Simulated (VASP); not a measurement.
LiCl, 2 atoms in the cell. It takes space group Immm (No. 71, orthorhombic). The conventional cell has a = 3.552 Å, b = 3.677 Å, c = 5.112 Å, α = 90.00°, β = 90.00°, γ = 90.00°. Within 3.4 Å of Li (site symmetry mmm) lie 6 Cl at 2.56 Å. Cl (site symmetry mmm) has 6 Li at 2.56 Å within 3.4 Å. 

- Program: VASP 6.6.1
- Task: G0W0 quasiparticle levels
- Functional: PBE
- Potentials or basis: VASP PAW PBE potentials, release 64 (Li_GW, Cl_GW)
- Cutoff: 500 eV
- k mesh: 6 × 6 × 6
- Occupations: gaussian, width 0.01 eV
- Spin: no spin polarisation
- Dipole correction: no
- GW scheme: G0W0
- GW iterations: 1
- Cutoff of the response function: 150
- Frequency points: 48
- Empty bands: 139
- Further INCAR settings: ALGO = EVGW0; EDIFF = 1e-08; NBANDS = 143

Potentials or basis: VASP PAW PBE potentials, release 64 (Li_GW, Cl_GW).

Run with:

```console
$ cat potpaw_PBE.64/Li_GW/POTCAR potpaw_PBE.64/Cl_GW/POTCAR > POTCAR
$ cp INCAR.step1 INCAR
$ mpirun -np 1 vasp_std > vasp.out
$ cp INCAR.step2 INCAR
$ mpirun -np 1 vasp_std > vasp.out
$ cp INCAR.step3 INCAR
$ mpirun -np 1 vasp_std > vasp.out
```

Hardware: 1 thread of Intel Xeon 8259CL, on a shared host.

**Question.** How long does it take, and how much memory?

**Answer.** Run time: 36 min on 1 thread of Intel Xeon 8259CL (shared host), peak memory 0.9 GiB. Counts: k points 46.
